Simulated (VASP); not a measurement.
Set up this calculation in VASP 6.6.1, as the native input.

```yaml
Task: relaxation of cell and atoms
Functional: PBEsol
Potentials_or_basis: VASP PAW PBE potentials, release 64 (Al)
Cutoff: 600 eV
k_mesh: 18 × 18 × 18
Occupations: fermi-dirac, width 0.08 eV
Spin: no spin polarisation
Dipole_correction: no
Further_INCAR_settings: ALGO = Normal; EDIFF = 1e-07; IBRION = 2; EDIFFG = -0.005; NSW = 60; ISIF = 3
```

The structure of Al lies in POSCAR:

```
Al
1.0
    0.0000000000      2.0251003354      2.0251003354
    2.0251003354      0.0000000000      2.0251003354
    2.0251003354      2.0251003354      0.0000000000
Al
1
Direct
    0.0000000000      0.0000000000      0.0000000000
```

These files were run (other wordings do the same):

INCAR

```
  PREC = Accurate
  ENCUT = 600
  EDIFF = 1E-7
  ISMEAR = -1
  SIGMA = 0.08
  LREAL = F
  LASPH = T
  NELM = 60
  ALGO = Normal
  ISIF = 3
  LWAVE = F
  LCHARG = F
  GGA = PS
  IBRION = 2
  NSW = 60
  EDIFFG = -0.005
```

KPOINTS

```
Automatic mesh
0
Gamma
  18 18 18
```

Potentials or basis: VASP PAW PBE potentials, release 64 (Al).

Command:

```sh
$ cat potpaw_PBE.64/Al/POTCAR > POTCAR
$ mpirun -np 1 vasp_std > vasp.out
```

Results of the run:

```
Relaxed volume                         : 16.19 Å³/atom
Relaxed cell                           : a = 2.840 Å, b = 2.840 Å, c = 2.840 Å, α = 60.00°, β = 60.00°, γ = 60.00°
Space group after relaxing (to 0.05 Å) : Fm-3m (No. 225)
Energy gained by relaxing              : 2.6 meV/atom
Ionic steps                            : 3
Pressure after relaxing                : 0.0 GPa
```

Caveat: the PAW data sets were made with another functional, which shifts forces and pressure a little.

Run time: 8.5 s on 1 thread of Intel(R) Xeon(R) 6975P-C (Granite Rapids) (shared host), peak memory 0.15 GiB.
